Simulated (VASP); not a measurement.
# H4CO2 in VASP: a series of runs

The runs below take H4CO2 through single point, with PBEsol.

All numbers are computed with VASP 6.6.1; they aren't measurements. Logs are shortened: lines on timing, memory, paths and dates and some standing lists are left out, and cuts for length are marked.

## 1. The cell of the first run

The cell holds an amorphous packing of atoms, 28 atoms: a = 7.371 Å, b = 7.371 Å, c = 7.371 Å, α = 90.00°, β = 90.00°, γ = 90.00°.

## 2. Single point, PBEsol

Contents of INCAR:

```
ALGO = Normal
EDIFF = 1E-6
ENCUT = 520
GGA = PS
GGA_COMPAT = False
ISIF = 2
ISMEAR = -1
LASPH = True
LCHARG = False
LREAL = False
LWAVE = False
NBANDS = 60
NELM = 120
PREC = Accurate
SIGMA = 0.02
```

Contents of KPOINTS:

```
k-points
0
Gamma
  1 1 1
```

Contents of POSCAR:

```
H4CO2
1.0
    7.3705180000      0.0000000000      0.0000000000
    0.0000000000      7.3705180000      0.0000000000
    0.0000000000      0.0000000000      7.3705180000
O C H
8 4 16
Direct
    0.8761120996      0.5548049676      0.7305999388
    0.4383409687      0.6937639932      0.9090270182
    0.6223171831      0.3253502671      0.4202146986
    0.7086340472      0.9044140453      0.1311169717
    0.9775839364      0.9648439906      0.8988649102
    0.1772331334      0.8447981539      0.4790979413
    0.5032210762      0.1723759443      0.0027949189
    0.1597852417      0.0267552430      0.1847631333
    0.7783170735      0.4324119417      0.7804200465
    0.4207574013      0.8067546949      0.7840018843
    0.4697091846      0.3996734015      0.4204724824
    0.6248678858      0.7764990195      0.1664876200
    0.8419896675      0.2950403215      0.7677208033
    0.6317059398      0.4549205361      0.7955478842
    0.5056632383      0.9372339909      0.7898223707
    0.3297868617      0.7572059386      0.6721779935
    0.4297526985      0.4617178874      0.2990834565
    0.3683323207      0.4017628069      0.5360817245
    0.6619209125      0.6216388048      0.1174408637
    0.4736437792      0.8035256138      0.2215041060
    0.9714106933      0.8849852887      0.7929293436
    0.8743890185      0.9241548559      0.9786693418
    0.1586184309      0.9195147478      0.3603681587
    0.1141982151      0.7322280469      0.4602797253
    0.4069863204      0.1283220528      0.0852857289
    0.6239452912      0.1145916746      0.0404720537
    0.0838611343      0.1341696744      0.1871917279
    0.1126922151     -0.0193066485      0.0523436752
```

Potentials or basis: VASP PAW PBE potentials, release 64 (O, C, H).

On the command line:

```sh
$ cat potpaw_PBE.64/O/POTCAR potpaw_PBE.64/C/POTCAR potpaw_PBE.64/H/POTCAR > POTCAR
$ mpirun -np 1 vasp_gam > vasp.out
```

OUTCAR:

```text
EDIFF = 1E-6
   ENCUT = 520
   GGA = PS
   ISIF = 2
   ISMEAR = -1
   LASPH = True
   LREAL = False
   NELM = 120
   PREC = Accurate

 ion  position               nearest neighbor table
   1  0.876  0.555  0.731-   9 1.21
   2  0.438  0.694  0.909-  10 1.25
   3  0.622  0.325  0.420-  11 1.25
   4  0.709  0.904  0.131-  12 1.16
   5  0.978  0.965  0.899-  21 0.98  22 1.01
   6  0.177  0.845  0.479-  24 0.96  23 1.04
   7  0.503  0.172  0.003-  25 0.99  26 1.02
   8  0.160  0.027  0.185-  27 0.97  28 1.09
   9  0.778  0.432  0.780-  14 1.10  13 1.12   1 1.21
  10  0.421  0.807  0.784-  16 1.12  15 1.15   2 1.25
  11  0.470  0.400  0.420-  17 1.05  18 1.13   3 1.25
  12  0.625  0.776  0.166-   4 1.16  20 1.20  19 1.23
  13  0.842  0.295  0.768-   9 1.12
  14  0.632  0.455  0.796-   9 1.10
  15  0.506  0.937  0.790-  10 1.15
  16  0.330  0.757  0.672-  10 1.12
  17  0.430  0.462  0.299-  11 1.05
  18  0.368  0.402  0.536-  11 1.13
[... 8 lines left out ...]
  27  0.084  0.134  0.187-   8 0.97
  28  0.113  0.981  0.052-   8 1.09

  LATTYP: Found a simple cubic cell.
 ALAT       =     7.3705180000

  Lattice vectors:

 A1 = (   7.3705180000,   0.0000000000,   0.0000000000)
 A2 = (   0.0000000000,   7.3705180000,   0.0000000000)
 A3 = (   0.0000000000,   0.0000000000,   7.3705180000)

Analysis of symmetry for initial positions (statically):
=====================================================================
 Subroutine PRICEL returns:
 Original cell was already a primitive cell.

 Routine SETGRP: Setting up the symmetry group for a
 simple cubic supercell.

 Subroutine GETGRP returns: Found  1 space group operations
 (whereof  1 operations were pure point group operations)
 out of a pool of 48 trial point group operations.

The static configuration has the point symmetry C_1 .

Analysis of symmetry for dynamics (positions and initial velocities):
=====================================================================
 Subroutine PRICEL returns:
 Original cell was already a primitive cell.

 Routine SETGRP: Setting up the symmetry group for a
 simple cubic supercell.

 Subroutine GETGRP returns: Found  1 space group operations
 (whereof  1 operations were pure point group operations)
 out of a pool of 48 trial point group operations.

The dynamic configuration has the point symmetry C_1 .

 Subroutine INISYM returns: Found  1 space group operations
 (whereof  1 operations are pure point group operations),
 and found     1 'primitive' translations

----------------------------------------------------------------------------------------

                                     Primitive cell

  volume of cell :     400.4000

  direct lattice vectors                    reciprocal lattice vectors
     7.370518000  0.000000000  0.000000000     0.135675674  0.000000000  0.000000000
     0.000000000  7.370518000  0.000000000     0.000000000  0.135675674  0.000000000
     0.000000000  0.000000000  7.370518000     0.000000000  0.000000000  0.135675674

  length of vectors
     7.370518000  7.370518000  7.370518000     0.135675674  0.135675674  0.135675674

  position of ions in fractional coordinates (direct lattice)
     0.876112100  0.554804968  0.730599939
     0.438340969  0.693763993  0.909027018
     0.622317183  0.325350267  0.420214699
     0.708634047  0.904414045  0.131116972
     0.977583936  0.964843991  0.898864910
     0.177233133  0.844798154  0.479097941
[... 20 lines left out ...]
     0.083861134  0.134169674  0.187191728
     0.112692215  0.980693352  0.052343675

  ion indices of the primitive-cell ions
   primitive index   ion index
                 1           1
                 2           2
                 3           3
                 4           4
                 5           5
                 6           6
[... 20 lines left out ...]
                27          27
                28          28

----------------------------------------------------------------------------------------

 KPOINTS: k-points

Automatic generation of k-mesh.
 Grid dimensions read from file:
 generate k-points for:    1    1    1

 Generating k-lattice:

  Cartesian coordinates                     Fractional coordinates (reciprocal lattice)
     0.135675674  0.000000000  0.000000000     1.000000000  0.000000000  0.000000000
     0.000000000  0.135675674  0.000000000     0.000000000  1.000000000  0.000000000
     0.000000000  0.000000000  0.135675674     0.000000000  0.000000000  1.000000000

  Length of vectors
     0.135675674  0.135675674  0.135675674

  Shift w.r.t. Gamma in fractional coordinates (k-lattice)
     0.000000000  0.000000000  0.000000000

 Subroutine IBZKPT returns following result:
 ===========================================

 Found      1 irreducible k-points:

 Following reciprocal coordinates:
            Coordinates               Weight
  0.000000  0.000000  0.000000      1.000000
   k-points           NKPTS =      1   k-points in BZ     NKDIM =      1   number of bands    NBANDS=     60
   number of dos      NEDOS =    301   number of ions     NIONS =     28
   total plane-waves  NPLWV = 175616
   dimension x,y,z NGX =    56 NGY =   56 NGZ =   56
   dimension x,y,z NGXF=   112 NGYF=  112 NGZF=  112
   ions per type =               8   4  16
   NGX,Y,Z   is equivalent  to a cutoff of  12.63, 12.63, 12.63 a.u.
   NGXF,Y,Z  is equivalent  to a cutoff of  25.26, 25.26, 25.26 a.u.
 SYSTEM =  unknown system
   PREC   = accura    normal or accurate (medium, high low for compatibility)
   ISTART =      0    job   : 0-new  1-cont  2-samecut
   ICHARG =      2    charge: 1-file 2-atom 10-const
   ISPIN  =      1    spin polarized calculation?
   LNONCOLLINEAR =      F non collinear calculations
   LSORBIT =      F    spin-orbit coupling
   LASPH  =      T    aspherical Exc in radial PAW
   ENCUT  =  520.0 eV  38.22 Ry    6.18 a.u.  13.70 13.70 13.70*2*pi/ulx,y,z
   NELM   =    120;   NELMIN=  2; NELMDL= -5     # of ELM steps
   EDIFF  = 0.1E-05   stopping-criterion for ELM
   LREAL  =      F    real-space projection
   EDIFFG = 0.1E-04   stopping-criterion for IOM
   NSW    =      0    number of steps for IOM
   IBRION =     -1    ionic relax: 0-MD 1-quasi-New 2-CG
   NFREE  =      0    steps in history (QN), initial steepest desc. (CG)
   ISIF   =      2    stress and relaxation
   ISYM   =      2    0-nonsym 1-usesym 2-fastsym
   POTIM  = 0.5000    time-step for ionic-motion
   TEBEG  =    0.0;   TEEND  =   0.0 temperature during run
   PSTRESS=    0.0 pullay stress
   NELECT =      80.0000    total number of electrons
   NUPDOWN=      -1.0000    fix difference up-down
   EMIN   =  10.00;   EMAX   =-10.00  energy-range for DOS
   EFERMI =   0.00;   METHOD = LEGACY
   ISMEAR =    -1;   SIGMA  =   0.02  broadening in eV -4-tet -1-fermi 0-gaus
   EFERMI_NEDOS =   21; number of points for ismear=-14 and -15
   IALGO  =     38    algorithm
   IMIX   =      4    mixing-type and parameters
     AMIX     =   0.40;   BMIX     =  1.00
     AMIX_MAG =   1.60;   BMIX_MAG =  1.00
  volume/ion in A,a.u.               =      14.30        96.50
  Fermi-wavevector in a.u.,A,eV,Ry     =   0.957062  1.808585 12.462501  0.915968
  Thomas-Fermi vector in A             =   2.086046
   LORBIT       =      0    0 simple, 1 ext, 2 COOP (PROOUT), +10 PAW based schemes
   GGA     = PS    functional components
   LHFCALC =     F    Hartree Fock is set to
   AEXX    =    0.0000 exact exchange contribution
   IVDW    =     0    specifies the selected vdW correction
   LEPSILON=     F    determine dielectric tensor
   LRPA    =     F    only Hartree local field effects (RPA)
 non-spin polarized calculation
  energy-cutoff  :      520.00
  volume of cell :      400.40
 maximum number of plane-waves:      5414
 NGX is ok and might be reduce to    54
   NGX = 27   NGY = 27   NGZ = 27

 number of electron      79.9999997 magnetization

 Free energy of the ion-electron system (eV)
  ---------------------------------------------------
  ext. energy  EPLUGINS =         0.00000000
  ---------------------------------------------------
  free energy    TOTEN  =      -147.84680617 eV

  energy without entropy =     -147.84680617  energy(sigma->0) =     -147.84680617

 E-fermi :  -2.5852     XC(G=0):  -5.8994

 val. band max:       -3.1624680211   @ k =   0.0000   0.0000   0.0000
 cond. band min:      -0.4036799090   @ k =   0.0000   0.0000   0.0000
 fundamental gap:      2.7587881122
 Fermi energy:        -2.5851584379

 k-point     1 :       0.0000    0.0000    0.0000
  band No.  band energies     occupation
      1     -25.4835      2.00000
      2     -23.7988      2.00000
      3     -23.5336      2.00000
      4     -23.4783      2.00000
      5     -23.0760      2.00000
      6     -22.4145      2.00000
[... 44 lines left out ...]
     51       4.4129      0.00000
     52       4.8565      0.00000
 [bands above 52 left out]

------------------------ aborting loop because EDIFF is reached ----------------------------------------

  FORCE on cell =-STRESS in cart. coord.  units (eV):
  Direction    XX          YY          ZZ          XY          YZ          ZX
  --------------------------------------------------------------------------------------
  -------------------------------------------------------------------------------------
  Total       -3.9775825      2.0138207     -0.7631360      5.3679183     -4.0752899      1.1771959
  in kB      -15.9160666      8.0581873     -3.0536445     21.4794147    -16.3070372      4.7104814
  external PRESSURE =      -3.6371746 kB  Pullay stress =       0.0000000 kB

 VOLUME and BASIS-vectors are now :
 -----------------------------------------------------------------------------
  energy-cutoff  :      520.00
  volume of cell :      400.40
      direct lattice vectors                 reciprocal lattice vectors
     7.370518000  0.000000000  0.000000000     0.135675674  0.000000000  0.000000000
     0.000000000  7.370518000  0.000000000     0.000000000  0.135675674  0.000000000
     0.000000000  0.000000000  7.370518000     0.000000000  0.000000000  0.135675674

 POSITION                                       TOTAL-FORCE (eV/Angst)
 -----------------------------------------------------------------------------------
      6.45740      4.08920      5.38490         0.640469      1.485008      0.220558
      3.23080      5.11340      6.70000        -0.020503      1.076329     -0.427262
      4.58680      2.39800      3.09720        -2.105028      0.959194      0.790647
      5.22300      6.66600      0.96640         4.402582      4.646616     -1.256363
      7.20530      7.11140      6.62510        -0.459811     -0.228901      0.136196
      1.30630      6.22660      3.53120         0.021050      0.810184     -0.616513
[... 20 lines left out ...]
      0.61810      0.98890      1.37970        -0.088022      0.464992      0.494492
      0.83060      7.22822      0.38580         0.511464      0.116326      1.292583
 -----------------------------------------------------------------------------------
    total drift:                               -0.000124      0.001187     -0.000524

  FREE ENERGIE OF THE ION-ELECTRON SYSTEM (eV)
  ---------------------------------------------------
  free  energy   TOTEN  =      -147.8468061681 eV

  energy  without entropy=     -147.8468061681  energy(sigma->0) =     -147.84680617
```

Run time: 60 s. Hardware: 1 thread of AMD EPYC 7R13, shared host; peak memory 0.38 GiB.

What came out:

| Item | Value |
| --- | --- |
| Free energy | -147.8468 eV |
| Pressure | -0.4 GPa |
| Largest force | 8.309 eV/Å |
| Band gap on the k mesh | 2.76 eV |

Forces in eV/Å, atoms in the order of the input:
```
O    0.640  1.485  0.221
O   -0.021  1.076 -0.427
O   -2.105  0.959  0.791
O    4.403  4.647 -1.256
O   -0.460 -0.229  0.136
O    0.021  0.810 -0.617
O    1.221 -0.197  0.085
O   -0.226 -0.159 -2.084
C    0.466 -0.829 -1.675
C    0.727 -1.721  1.056
C    2.399 -1.905  1.218
C   -5.624 -6.113  0.179
H   -0.607 -0.336  0.745
H   -0.439 -0.258  0.704
H   -0.876 -0.497 -0.287
H    0.364  1.202 -0.058
H   -0.921  1.146 -1.925
H    0.651 -0.204 -0.037
H   -0.241  2.043  1.165
H    1.697 -0.906 -0.048
H    0.319 -0.034 -0.116
H    0.213  0.095 -0.120
H    0.155 -0.651  0.756
H   -0.488 -0.517 -0.110
H    0.396 -0.112 -0.081
H   -2.088  0.621 -0.002
H   -0.088  0.465  0.494
H    0.511  0.116  1.293
```

Caveat: the k points lie up to 0.85 Å⁻¹ apart; the PAW data sets were made with another functional, which shifts forces and pressure a little.

## 3. Single point, PBEsol

Contents of INCAR:

```
SYSTEM = H4CO2
  PREC = Accurate
  ENCUT = 520
  EDIFF = 1E-6
  ISMEAR = -1
  SIGMA = 0.02
  LREAL = .FALSE.
  LASPH = .TRUE.
  NELM = 120
  ALGO = Normal
  ISIF = 2
  LWAVE = .FALSE.
  LCHARG = .FALSE.
  GGA = PS
  NBANDS = 60
  GGA_COMPAT = .FALSE.
```

Contents of KPOINTS:

```
Automatic mesh
0
G
  1 1 1
  0 0 0
```

Contents of POSCAR:

```
H4CO2
1.0
    7.3705180000      0.0000000000      0.0000000000
    0.0000000000      7.3705180000      0.0000000000
    0.0000000000      0.0000000000      7.3705180000
O C H
8 4 16
Direct
    0.8666012348      0.5577084270      0.7210619389
    0.4279889148      0.6884997771      0.9141419911
    0.6384625884      0.3211714563      0.3827003747
    0.7184298308      0.8832350725      0.1218096204
    0.9558351258      0.9560929096      0.8453272891
    0.1730814578      0.8510256674      0.4773884278
    0.5061109680      0.2112198898      0.0400785942
    0.1671659984      0.0108540539      0.1768668091
    0.8027929652      0.4047748069      0.7540039927
    0.4490593470      0.8197931272      0.8091968570
    0.4972106438      0.4153032392      0.3859294557
    0.6536311288      0.7351586415      0.1373851879
    0.8762749104      0.2720432947      0.7260683713
    0.6887168582      0.4160223203      0.8484206944
    0.5809361025      0.9037085317      0.8109742083
    0.3532994560      0.8817155049      0.7205735065
    0.4113415095      0.4174197797      0.2607008083
    0.4612023198      0.4680268063      0.5268422111
    0.7131927498      0.6027527509      0.0676343237
    0.5083631842      0.6867766960      0.1912484306
    1.0374711791      0.8569953971      0.8350023703
    0.8554079917      0.9093797749      0.9033286399
    0.1691739984      0.9057572344      0.3504909696
    0.0555456211      0.8016939922      0.5021085357
    0.3800275639      0.1452001067      0.0403363780
    0.5715744809      0.1425951337      0.1349972960
    0.0710940534      0.0991924855      0.2198895654
    0.0697779993     -0.0405398915      0.0951086477
```

Potentials or basis: VASP PAW PBE potentials, release 64 (O, C, H).

On the command line:

```sh
$ cat potpaw_PBE.64/O/POTCAR potpaw_PBE.64/C/POTCAR potpaw_PBE.64/H/POTCAR > POTCAR
$ mpirun -np 1 vasp_gam > vasp.out
```

Wall time 58 s (1 thread of AMD EPYC 7R13, shared host); peak memory 0.38 GiB.

It converged, with:

```yaml
Free_energy: -147.4441 eV
Pressure: -0.9 GPa
Largest_force: 5.051 eV/Å
Band_gap_on_the_k_mesh: 2.62 eV
```

Forces on the atoms (eV/Å):
```
O    0.107 -1.291 -0.589
O   -0.116  1.529 -1.676
O   -1.312  1.167 -0.129
O    0.443  1.564  0.345
O    2.159  2.279 -1.031
O    0.904  0.216 -0.109
O   -2.263 -1.481  0.062
O   -2.665  1.196 -0.727
C    1.385  1.860  0.706
C    2.122 -0.486  2.264
C    1.813 -1.910  1.162
C   -2.093 -4.467 -1.083
H   -0.501  0.537 -0.252
H   -0.945 -1.109  0.045
H   -0.500 -0.736  0.135
H   -1.622 -0.143 -1.076
H   -0.059  0.375  0.278
H   -0.380  0.348 -1.053
H    0.038  1.347  0.834
H    1.593  1.375  0.298
H    0.805 -1.147 -0.570
H   -2.833 -1.202  1.666
H    0.075 -0.448  0.808
H   -0.771 -0.380  0.190
H    2.073  1.176  0.099
H   -0.011  0.260 -0.274
H    1.502  0.040  0.320
H    1.050 -0.470 -0.642
```

Stress tensor (GPa, compression positive):
```
-0.94  0.25 -0.29
 0.25 -1.76 -0.21
-0.29 -0.21 -0.08
```

Levels at points of the mesh, in eV from the valence-band top:
| k point | band 36 | band 37 | band 38 | band 39 | band 40 | band 41 | band 42 | band 43 | band 44 | band 45 |
| --- | --- | --- | --- | --- | --- | --- | --- | --- | --- | --- |
| (0.00, 0.00, 0.00) | -0.80 | -0.67 | -0.61 | -0.31 | 0.00 | 2.62 | 2.87 | 3.24 | 3.55 | 4.31 |

Caveat: the k points lie up to 0.85 Å⁻¹ apart; the PAW data sets were made with another functional, which shifts forces and pressure a little.

(Part 1 of 2 ends here.)
